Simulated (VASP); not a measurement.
Wanted: the native input for a VASP 6.6.1 run.

| Quantity | Value |
| --- | --- |
| Task | single point |
| Functional | RPBE |
| Potentials or basis | VASP PAW PBE potentials, release 64 (P) |
| Cutoff | 500 eV |
| k mesh | 8 × 8 × 6 |
| Occupations | fermi-dirac, width 0.05 eV |
| Spin | no spin polarisation |
| Dipole correction | no |
| Further INCAR settings | ALGO = Normal; EDIFF = 1e-06; NBANDS = 18 |

The structure of P lies in POSCAR:

```
P
1.0
    1.6607604658     -7.2663273211      0.0000000000
    1.6607604658      7.2663273211      0.0000000000
    0.0000000000      0.0000000000      4.7594332474
P
4
Direct
    0.9277927473      0.0722072527      0.5929480847
    0.0722072527      0.9277927473      0.4070519153
    0.5722072527      0.4277927473      0.0929480847
    0.4277927473      0.5722072527      0.9070519153
```

The input as run:

INCAR

```
SYSTEM = P
PREC = Accurate ; ENCUT = 500
EDIFF = 1E-6 ; ISMEAR = -1
SIGMA = 0.05 ; LREAL = .False.
LASPH = .True. ; NELM = 120
ALGO = Normal ; ISIF = 2
LWAVE = .False. ; LCHARG = .True.
GGA = RP ; LELF = .True.
LVHAR = .True. ; NBANDS = 18
GGA_COMPAT = .False.
```

KPOINTS

```
Automatic mesh
0
Gamma
  8 8 6
  0 0 0
```

Potentials or basis: VASP PAW PBE potentials, release 64 (P).

Run with:

```bash
$ cat potpaw_PBE.64/P/POTCAR > POTCAR
$ mpirun -np 1 vasp_std > vasp.out
```

It gave:

```
Pressure               : -0.4 GPa
Largest force          : 0.071 eV/Å
Band gap on the k mesh : 0.89 eV, direct
```

Caveat: the PAW data sets were made with another functional, which shifts forces and pressure a little.

It took 5.3 min on 1 thread of AMD EPYC 7R43 64-Core Processor (Zen 3), with other jobs on the host, peak memory 0.31 GiB.
